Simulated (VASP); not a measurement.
Input of a VASP 6.6.1 run:

File INCAR:

```
PREC = Accurate
ENCUT = 520
EDIFF = 1E-6
ISMEAR = 0
SIGMA = 0.15
LREAL = F
LASPH = T
NELM = 60
ALGO = Normal
ISIF = 2
LWAVE = F
LCHARG = F
GGA = PS
NBANDS = 15
```

The input KPOINTS:

```
regular mesh
0
Gamma
  18 18 18
```

File POSCAR:

```
TaN
1.0
    0.0000000000      2.1874436400      2.1874436400
    2.1874436400      0.0000000000      2.1874436400
    2.1874436400      2.1874436400      0.0000000000
Ta N
1 1
Direct
    0.5000000000      0.5000000000      0.5000000000
    0.0000000000      0.0000000000      0.0000000000
```

Potentials or basis: VASP PAW PBE potentials, release 64 (Ta_pv, N).

Command:

```sh
$ cat potpaw_PBE.64/Ta_pv/POTCAR potpaw_PBE.64/N/POTCAR > POTCAR
$ mpirun -np 1 vasp_std > vasp.out
```

Estimate the band gap on the k mesh.

zero (bands 8 and 9 overlap by 4.13 eV).

Predict the pressure.

1.2 GPa.

Caveat: the PAW data sets were made with another functional, which shifts forces and pressure a little; spin-orbit coupling is left out, which moves the levels of the heavy elements.
